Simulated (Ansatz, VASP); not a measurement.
# SnTe in VASP and in Ansatz

INCAR

```
PREC = Accurate ; ENCUT = 520
EDIFF = 1E-6 ; ISMEAR = 0
SIGMA = 0.03 ; LREAL = F
LASPH = T ; NELM = 60
ALGO = Normal ; ISIF = 2
LWAVE = F ; LCHARG = F
GGA = PS ; NBANDS = 17
```

KPOINTS

```
Automatic mesh
0
Gamma
  10 10 10
```

File POSCAR:

```
SnTe
1.0
    0.0000000000      3.1565000000      3.1565000000
    3.1565000000      0.0000000000      3.1565000000
    3.1565000000      3.1565000000      0.0000000000
Sn Te
1 1
Direct
    0.0000000000      0.0000000000      0.0000000000
    0.5000000000      0.5000000000      0.4887991956
```

Input for Ansatz:

```yaml
crystal:
  lattice:
    - [0.0, 3.1565, 3.1565]
    - [3.1565, 0.0, 3.1565]
    - [3.1565, 3.1565, 0.0]
  atoms:
    - { symbol: Sn, position: [0.0, 0.0, 0.0] }
    - { symbol: Te, position: [0.5, 0.5, 0.4887991956] }
basis:
  ecutwfc: 420
kpoints:
  mp_grid: { grid: [10, 10, 10] }
hamiltonian:
  xc: pbesol
scf:
  occupations: { method: gaussian, width: 0.03 }
output:
  forces: true
  stress: true
  eigenvalues: true
```

Change from the starting cell: all Te atoms moved -0.050 Å, as atom 2 along Cartesian [1 1 0].

Alike in both runs: task single point; functional PBEsol; k mesh 10 × 10 × 10; occupations gaussian, width 0.03 eV; no spin polarisation.

```csv
,VASP,Ansatz
version,VASP 6.6.1,Ansatz 0.2.0
potentials or method,"VASP PAW PBE potentials, release 64 (Sn_d, Te), cutoff 520 eV","scalar-relativistic, plane waves, PAW"
valence electrons in the cell,20,30
```

```tsv
	VASP	Ansatz	Ansatz less VASP
gap on the k mesh at the Fermi level (eV)	0.12	0.12	-0.001
least direct gap on the mesh (eV)	0.12	0.12	-0.001
pressure (GPa)	-0.5	-0.5	+0.02
```

VASP's potentials were made for PBE, not for PBEsol. VASP's potentials hold 20 valence electrons a cell and Ansatz's 30, so a difference there can come from the potentials and not from the codes.

Spin-orbit coupling is off throughout.
